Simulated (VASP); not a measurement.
# Bi (Im-3m) in VASP: notebook

Aim: see how the results for Bi move with the level of theory and the settings. Levels: PBE, LDA. Tasks: single point.

Everything below comes from runs of VASP 6.6.1. Logs are shortened: lines on timing, memory, paths and dates and some standing lists are left out, and cuts for length are marked.

### Step 1. The cell of the first run

The structure is cubic, space group Im-3m (No. 229). Conventional cell: a = 3.963 Å, b = 3.963 Å, c = 3.963 Å, α = 90.00°, β = 90.00°, γ = 90.00°. Bi (site symmetry m-3m) has 14 Bi at 3.43 to 3.96 Å within 4.5 Å.

### Step 2. Single point, PBE

The input, INCAR:

```
  ALGO = Fast
  EDIFF = 1E-6
  ENCUT = 520
  GGA = PE
  ISIF = 2
  ISMEAR = -1
  LASPH = T
  LCHARG = F
  LREAL = F
  LWAVE = F
  NBANDS = 14
  NELM = 60
  PREC = Accurate
  SIGMA = 0.05
```

The input, KPOINTS:

```
k-points
0
Gamma
  9 9 9
```

The input, POSCAR:

```
Bi
1.0
   -1.9814305318      1.9814305318      1.9814305318
    1.9814305318     -1.9814305318      1.9814305318
    1.9814305318      1.9814305318     -1.9814305318
Bi
1
Direct
    0.0000000000      0.0000000000      0.0000000000
```

Potentials or basis: VASP PAW PBE potentials, release 64 (Bi_d).

Command:

```console
cat potpaw_PBE.64/Bi_d/POTCAR > POTCAR
mpirun -np 1 vasp_std > vasp.out
```

OUTCAR:

```text
EDIFF = 1E-6
   ENCUT = 520
   GGA = PE
   ISIF = 2
   ISMEAR = -1
   LASPH = T
   LREAL = F
   NELM = 60
   PREC = Accurate

 ion  position               nearest neighbor table
   1  0.000  0.000  0.000-

  LATTYP: Found a body centered cubic cell.
 ALAT       =     3.9628610636

  Lattice vectors:

 A1 = (  -1.9814305318,   1.9814305318,   1.9814305318)
 A2 = (   1.9814305318,  -1.9814305318,   1.9814305318)
 A3 = (   1.9814305318,   1.9814305318,  -1.9814305318)

Analysis of symmetry for initial positions (statically):
=====================================================================
 Subroutine PRICEL returns:
 Original cell was already a primitive cell.

 Routine SETGRP: Setting up the symmetry group for a
 body centered cubic supercell.

 Subroutine GETGRP returns: Found 48 space group operations
[... 9 lines left out ...]

 Routine SETGRP: Setting up the symmetry group for a
 body centered cubic supercell.

 Subroutine GETGRP returns: Found 48 space group operations
[... 11 lines left out ...]
                                     Primitive cell

  volume of cell :      31.1169

  direct lattice vectors                    reciprocal lattice vectors
    -1.981430532  1.981430532  1.981430532     0.000000000  0.252342937  0.252342937
     1.981430532 -1.981430532  1.981430532     0.252342937  0.000000000  0.252342937
     1.981430532  1.981430532 -1.981430532     0.252342937  0.252342937  0.000000000

  length of vectors
     3.431938353  3.431938353  3.431938353     0.356866804  0.356866804  0.356866804

  position of ions in fractional coordinates (direct lattice)
     0.000000000  0.000000000  0.000000000

  ion indices of the primitive-cell ions
   primitive index   ion index
                 1           1

----------------------------------------------------------------------------------------

 KPOINTS: k-points

Automatic generation of k-mesh.
 Grid dimensions read from file:
 generate k-points for:    9    9    9

 Generating k-lattice:

  Cartesian coordinates                     Fractional coordinates (reciprocal lattice)
     0.000000000  0.028038104  0.028038104     0.111111111  0.000000000  0.000000000
     0.028038104  0.000000000  0.028038104     0.000000000  0.111111111  0.000000000
     0.028038104  0.028038104  0.000000000     0.000000000  0.000000000  0.111111111

  Length of vectors
     0.039651867  0.039651867  0.039651867

  Shift w.r.t. Gamma in fractional coordinates (k-lattice)
     0.000000000  0.000000000  0.000000000

 Subroutine IBZKPT returns following result:
 ===========================================

 Found     35 irreducible k-points:

 Following reciprocal coordinates:
            Coordinates               Weight
  0.000000  0.000000  0.000000      1.000000
  0.111111  0.000000  0.000000     12.000000
  0.222222  0.000000  0.000000     12.000000
  0.333333  0.000000  0.000000     12.000000
  0.444444  0.000000  0.000000     12.000000
  0.111111  0.111111  0.000000     24.000000
[... 16 lines left out ...]
 -0.333333  0.444444  0.111111     48.000000
 -0.444444 -0.444444  0.111111     24.000000
 [... further k-points ...]
   k-points           NKPTS =     35   k-points in BZ     NKDIM =     35   number of bands    NBANDS=     14
   number of dos      NEDOS =    301   number of ions     NIONS =      1
   total plane-waves  NPLWV =  21952
   dimension x,y,z NGX =    28 NGY =   28 NGZ =   28
   dimension x,y,z NGXF=    56 NGYF=   56 NGZF=   56
   ions per type =               1
   NGX,Y,Z   is equivalent  to a cutoff of  13.56, 13.56, 13.56 a.u.
   NGXF,Y,Z  is equivalent  to a cutoff of  27.13, 27.13, 27.13 a.u.
 SYSTEM =  unknown system
   PREC   = accura    normal or accurate (medium, high low for compatibility)
   ISTART =      0    job   : 0-new  1-cont  2-samecut
   ICHARG =      2    charge: 1-file 2-atom 10-const
   ISPIN  =      1    spin polarized calculation?
   LNONCOLLINEAR =      F non collinear calculations
   LSORBIT =      F    spin-orbit coupling
   LASPH  =      T    aspherical Exc in radial PAW
   ENCUT  =  520.0 eV  38.22 Ry    6.18 a.u.   6.38  6.38  6.38*2*pi/ulx,y,z
   NELM   =     60;   NELMIN=  2; NELMDL= -5     # of ELM steps
   EDIFF  = 0.1E-05   stopping-criterion for ELM
   LREAL  =      F    real-space projection
   EDIFFG = 0.1E-04   stopping-criterion for IOM
   NSW    =      0    number of steps for IOM
   IBRION =     -1    ionic relax: 0-MD 1-quasi-New 2-CG
[... 8 lines left out ...]
   EMIN   =  10.00;   EMAX   =-10.00  energy-range for DOS
   EFERMI =   0.00;   METHOD = LEGACY
   ISMEAR =    -1;   SIGMA  =   0.05  broadening in eV -4-tet -1-fermi 0-gaus
   EFERMI_NEDOS =   21; number of points for ismear=-14 and -15
   IALGO  =     68    algorithm
   IMIX   =      4    mixing-type and parameters
     AMIX     =   0.40;   BMIX     =  1.00
     AMIX_MAG =   1.60;   BMIX_MAG =  1.00
  volume/ion in A,a.u.               =      31.12       209.99
  Fermi-wavevector in a.u.,A,eV,Ry     =   1.283630  2.425708 22.418388  1.647705
  Thomas-Fermi vector in A             =   2.415871
   LORBIT       =      0    0 simple, 1 ext, 2 COOP (PROOUT), +10 PAW based schemes
   GGA     = PE    functional components
   LHFCALC =     F    Hartree Fock is set to
   AEXX    =    0.0000 exact exchange contribution
   IVDW    =     0    specifies the selected vdW correction
   LEPSILON=     F    determine dielectric tensor
   LRPA    =     F    only Hartree local field effects (RPA)
 non-spin polarized calculation
 RMM-DIIS sequential band-by-band and
  energy-cutoff  :      520.00
  volume of cell :       31.12
 maximum number of plane-waves:       887
 NGX is ok and might be reduce to    28
   NGX = 13   NGY = 13   NGZ = 13

 number of electron      14.9999994 magnetization

 Free energy of the ion-electron system (eV)
  ---------------------------------------------------
  ext. energy  EPLUGINS =         0.00000000
  ---------------------------------------------------
  free energy    TOTEN  =        -3.76988636 eV

  energy without entropy =       -3.76576560  energy(sigma->0) =       -3.76782598

 E-fermi :   7.9420     XC(G=0): -10.2914

 val. band max:        7.9407550669   @ k =  -0.2222   0.2222   0.1111
 cond. band min:       8.1571740024   @ k =   0.3333   0.2222   0.1111
 fundamental gap:      0.2164189356
 Fermi energy:         7.9420304963

 k-point     1 :       0.0000    0.0000    0.0000
  band No.  band energies     occupation
      1     -15.1154      2.00000
      2     -15.1154      2.00000
      3     -15.1154      2.00000
      4     -14.9874      2.00000
      5     -14.9874      2.00000
      6      -5.5997      2.00000
      7      13.0411      0.00000
      8      13.0411      0.00000
      9      13.0411      0.00000
     10      17.0516      0.00000
     11      18.3959      0.00000
     12      18.3959      0.00000
     13      18.3960      0.00000
     14      19.5995      0.00000

 k-point     2 :       0.1111    0.0000    0.0000
  band No.  band energies     occupation
      1     -15.1200      2.00000
      2     -15.1075      2.00000
      3     -15.0911      2.00000
      4     -14.9926      2.00000
      5     -14.9882      2.00000
      6      -5.3751      2.00000
      7      11.0300      0.00000
      8      12.3995      0.00000
      9      12.8394      0.00000
     10      16.7260      0.00000
     11      17.4814      0.00000
     12      18.1412      0.00000
     13      18.6131      0.00000
     14      20.5297      0.00000

 k-point     3 :       0.2222    0.0000    0.0000
  band No.  band energies     occupation
      1     -15.1317      2.00000
      2     -15.0917      2.00000
      3     -15.0292      2.00000
      4     -15.0026      2.00000
      5     -14.9905      2.00000
      6      -4.7179      2.00000
      7       7.9101      1.30932
      8      11.1849      0.00000
      9      12.3207      0.00000
     10      15.2793      0.00000
     11      16.5042      0.00000
     12      18.3025      0.00000
     13      19.8216      0.00000
     14      22.6138      0.00000

 k-point     4 :       0.3333    0.0000    0.0000
  band No.  band energies     occupation
      1     -15.1450      2.00000
      2     -15.0861      2.00000
      3     -15.0028      2.00000
      4     -14.9930      2.00000
      5     -14.9577      2.00000
      6      -3.7158      2.00000
      7       5.0819      2.00000
      8      10.1436      0.00000
      9      11.7620      0.00000
     10      14.3734      0.00000
     11      15.8490      0.00000
     12      19.1264      0.00000
     13      20.6299      0.00000
     14      24.9093      0.00000

 k-point     5 :       0.4444    0.0000    0.0000
  band No.  band energies     occupation
      1     -15.1536      2.00000
      2     -15.0908      2.00000
      3     -14.9954      2.00000
      4     -14.9946      2.00000
      5     -14.9104      2.00000
      6      -2.7312      2.00000
      7       3.1491      2.00000
      8       9.5701      0.00000
      9      11.4236      0.00000
     10      13.9413      0.00000
     11      15.5239      0.00000
[... 276 lines left out ...]
 k-point    22 :      -0.4444    0.4444    0.1111
  band No.  band energies     occupation
      1     -15.1273      2.00000
      2     -15.0824      2.00000
      3     -15.0105      2.00000
      4     -14.9988      2.00000
      5     -14.9127      2.00000
      6      -2.5496      2.00000
      7       3.3924      2.00000
      8       8.9392      0.00000
      9      10.3078      0.00000
     10      15.2617      0.00000
     11      16.5049      0.00000
     12      17.7992      0.00000
     13      19.7896      0.00000
     14      26.0649      0.00000

 k-point    23 :      -0.3333    0.4444    0.1111
  band No.  band energies     occupation
      1     -15.1022      2.00000
      2     -15.0673      2.00000
      3     -15.0216      2.00000
      4     -15.0029      2.00000
      5     -14.9362      2.00000
      6      -2.6846      2.00000
      7       4.4542      2.00000
      8       7.4443      1.99990
      9      10.6316      0.00000
     10      15.1902      0.00000
     11      16.1412      0.00000
     12      19.2691      0.00000
     13      19.5549      0.00000
     14      23.2110      0.00000

 k-point    24 :      -0.4444   -0.4444    0.1111
  band No.  band energies     occupation
      1     -15.1047      2.00000
      2     -15.0709      2.00000
      3     -15.0279      2.00000
      4     -14.9914      2.00000
      5     -14.9170      2.00000
      6      -2.1289      2.00000
      7       3.5506      2.00000
      8       7.0743      2.00000
      9      10.5584      0.00000
     10      15.3113      0.00000
     11      16.7699      0.00000
     12      17.8310      0.00000
     13      19.3042      0.00000
     14      25.6238      0.00000

 [... further k-points ...]
[... 5 lines left out ...]
  --------------------------------------------------------------------------------------
  -------------------------------------------------------------------------------------
  Total        0.1577152      0.1577152      0.1577152      0.0000000     -0.0000000      0.0000000
  in kB        8.1205878      8.1205878      8.1205878      0.0000000     -0.0000000      0.0000000
  external PRESSURE =       8.1205878 kB  Pullay stress =       0.0000000 kB

 VOLUME and BASIS-vectors are now :
 -----------------------------------------------------------------------------
  energy-cutoff  :      520.00
  volume of cell :       31.12
      direct lattice vectors                 reciprocal lattice vectors
    -1.981430532  1.981430532  1.981430532     0.000000000  0.252342937  0.252342937
     1.981430532 -1.981430532  1.981430532     0.252342937  0.000000000  0.252342937
     1.981430532  1.981430532 -1.981430532     0.252342937  0.252342937  0.000000000

 POSITION                                       TOTAL-FORCE (eV/Angst)
 -----------------------------------------------------------------------------------
      0.00000      0.00000      0.00000         0.000000      0.000000     -0.000000
 -----------------------------------------------------------------------------------
    total drift:                               -0.000000     -0.000000     -0.000000

  FREE ENERGIE OF THE ION-ELECTRON SYSTEM (eV)
  ---------------------------------------------------
  free  energy   TOTEN  =        -3.7698863574 eV

  energy  without entropy=       -3.7657655967  energy(sigma->0) =       -3.76782598
```

Run time: 8 s. Hardware: 1 thread of Intel Xeon 6975P-C (Granite Rapids), shared host; peak memory 0.15 GiB.

Results:

```
Free energy : -3.7699 eV
Pressure    : 0.8 GPa
```

Levels at points of the mesh, in eV from the Fermi level:
| k point | band 3 | band 4 | band 5 | band 6 | band 7 | band 8 | band 9 | band 10 | band 11 | band 12 |
| --- | --- | --- | --- | --- | --- | --- | --- | --- | --- | --- |
| (0.00, 0.00, 0.00) | -23.06 | -22.93 | -22.93 | -13.54 | 5.10 | 5.10 | 5.10 | 9.11 | 10.45 | 10.45 |

Caveat: spin-orbit coupling is left out, which moves the levels of the heavy elements.

### Step 3. Single point, PBE (volume scaled by 1.04)

The input, INCAR:

```
  ALGO = Normal
  EDIFF = 1E-6
  ENCUT = 520
  GGA = PE
  ISIF = 2
  ISMEAR = -1
  LASPH = True
  LCHARG = True
  LELF = True
  LREAL = False
  LVHAR = True
  LWAVE = False
  NBANDS = 14
  NELM = 100
  PREC = Accurate
  SIGMA = 0.05
```

KPOINTS is that of step 2.

The input, POSCAR:

```
Bi
1.0
   -2.0075049763      2.0075049763      2.0075049763
    2.0075049763     -2.0075049763      2.0075049763
    2.0075049763      2.0075049763     -2.0075049763
Bi
1
Direct
    0.0000000000      0.0000000000      0.0000000000
```

Potentials or basis: VASP PAW PBE potentials, release 64 (Bi_d).

Command:

```console
cat potpaw_PBE.64/Bi_d/POTCAR > POTCAR
mpirun -np 1 vasp_std > vasp.out
```

It took 6.5 s on 1 thread of Intel Xeon 6975P-C (Granite Rapids), shared host; peak memory 0.15 GiB.

It converged, with:

```
Free energy : -3.7685 eV
Pressure    : -1.2 GPa
```

Levels at points of the mesh, in eV from the Fermi level:
```tsv
k point	band 5	band 6	band 7	band 8	band 9	band 10
(0.00, 0.00, 0.00)	-22.86	-13.22	4.88	4.88	4.88	8.67
```

Caveat: spin-orbit coupling is left out, which moves the levels of the heavy elements.

### Step 4. Single point, PBE (volume scaled by 1.06)

The input, INCAR:

```
SYSTEM = Bi
  ALGO = Normal
  EDIFF = 1E-6
  ENCUT = 520
  GGA = PE
  ISIF = 2
  ISMEAR = -1
  LASPH = .True.
  LCHARG = .False.
  LREAL = .False.
  LWAVE = .False.
  NBANDS = 14
  NELM = 80
  PREC = Accurate
  SIGMA = 0.05
```

The input, KPOINTS:

```
k-points
0
Gamma
  9 9 9
  0 0 0
```

The input, POSCAR:

```
Bi
1.0
   -2.0202919770      2.0202919770      2.0202919770
    2.0202919770     -2.0202919770      2.0202919770
    2.0202919770      2.0202919770     -2.0202919770
Bi
1
Direct
    0.0000000000      0.0000000000      0.0000000000
```

Command:

```console
cat potpaw_PBE.64/Bi_d/POTCAR > POTCAR
mpirun -np 1 vasp_std > vasp.out
```

Wall time 6 s (1 thread of Intel Xeon 6975P-C (Granite Rapids), shared host); peak memory 0.15 GiB.

It converged, with:

| Quantity | Value |
| --- | --- |
| Free energy | -3.7624 eV |
| Pressure | -2.1 GPa |

Levels at points of the mesh, in eV from the Fermi level:
| k point | band 4 | band 5 | band 6 | band 7 | band 8 | band 9 | band 10 | band 11 |
| --- | --- | --- | --- | --- | --- | --- | --- | --- |
| (0.00, 0.00, 0.00) | -22.84 | -22.84 | -13.08 | 4.77 | 4.77 | 4.77 | 8.46 | 10.51 |

Caveat: spin-orbit coupling is left out, which moves the levels of the heavy elements.

[end of part 1 of 2]
